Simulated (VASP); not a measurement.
**SnSe2: relaxation of cell and atoms with PBE+D3(BJ)**

The system is SnSe2.

```
CELL_PARAMETERS angstrom
1.92728 1.11272 6.10251
-1.92728 1.11272 6.10251
0.00000 -2.22543 6.10251
ATOMIC_POSITIONS crystal
Sn 0.00000 0.00000 0.00000
Se 0.24778 0.24778 0.24778
Se 0.75222 0.75222 0.75222
```

```json
{"Program": "VASP 6.6.1", "Task": "relaxation of cell and atoms", "Functional": "PBE", "Dispersion": "D3(BJ)", "Potentials or basis": "VASP PAW PBE potentials, release 64 (Sn_d, Se)", "Cutoff": "600 eV", "k mesh": "8 × 8 × 8", "Occupations": "fermi-dirac, width 0.02 eV", "Spin": "no spin polarisation", "Dipole correction": "no", "Further INCAR settings": "ALGO = Normal; EDIFF = 1e-07; IBRION = 2; EDIFFG = -0.005; NSW = 80; ISIF = 3"}
```

```json
{
 "Relaxed volume": "26.20 Å³/atom",
 "Relaxed cell": "a = 6.553 Å, b = 6.553 Å, c = 6.553 Å, α = 34.04°, β = 34.04°, γ = 34.04°",
 "Space group after relaxing (to 0.05 Å)": "R-3m (No. 166)",
 "Energy gained by relaxing": "1.6 meV/atom",
 "Ionic steps": "7",
 "Pressure after relaxing": "0.0 GPa",
 "Band gap on the k mesh": "0.04 eV, indirect (least direct gap 0.31 eV)",
 "Dispersion energy per atom": "-0.354 eV"
}
```

Forces in eV/Å, atoms in the order of the input:
```
Sn   0.000  0.000  0.000
Se   0.000  0.000  0.003
Se   0.000  0.000 -0.003
```

The path:
```
step  energy change (eV)  largest force (eV/Å)  pressure (GPa)  volume (Å³)
   1              0.0000                0.1740            0.38        78.52
   2             -0.0035                0.0252           -0.47        79.23
   3             -0.0036                0.0005           -0.36        79.14
   4             -0.0048                0.0060           -0.05        78.66
   5             -0.0048                0.0070            0.00        78.60
   6             -0.0048                0.0069           -0.01        78.61
   7             -0.0048                0.0029            0.01        78.61
```

Final structure:
```yaml
crystal:
  lattice:
    - [1.91816, 1.10745, 6.16729]
    - [-1.91816, 1.10745, 6.16729]
    - [0.00000, -2.21490, 6.16729]
  atoms:
    - { symbol: Sn, position: [0.00000, 0.00000, 0.00000] }
    - { symbol: Se, position: [0.24727, 0.24727, 0.24727] }
    - { symbol: Se, position: [0.75273, 0.75273, 0.75273] }
```

Levels at points of the mesh, in eV from the valence-band top:
```tsv
k point	band 11	band 12	band 13	band 14	band 15	band 16
(0.00, 0.00, 0.00)	-0.44	-0.44	-0.24	0.77	2.92	4.31
(0.50, 0.00, 0.00)	-2.35	-1.72	-0.84	1.06	3.73	5.94
(0.50, 0.50, 0.00)	-2.26	-0.37	-0.26	0.04	3.49	4.86
(0.50, 0.50, 0.50)	-0.82	-0.24	-0.24	2.40	2.90	4.42
```

Wall time 38 min on 1 thread of AMD EPYC 7R13, on a shared host, peak memory 0.45 GiB.

Caveat: spin-orbit coupling is left out, which moves the levels of the heavy elements. A k mesh can miss the band edges.
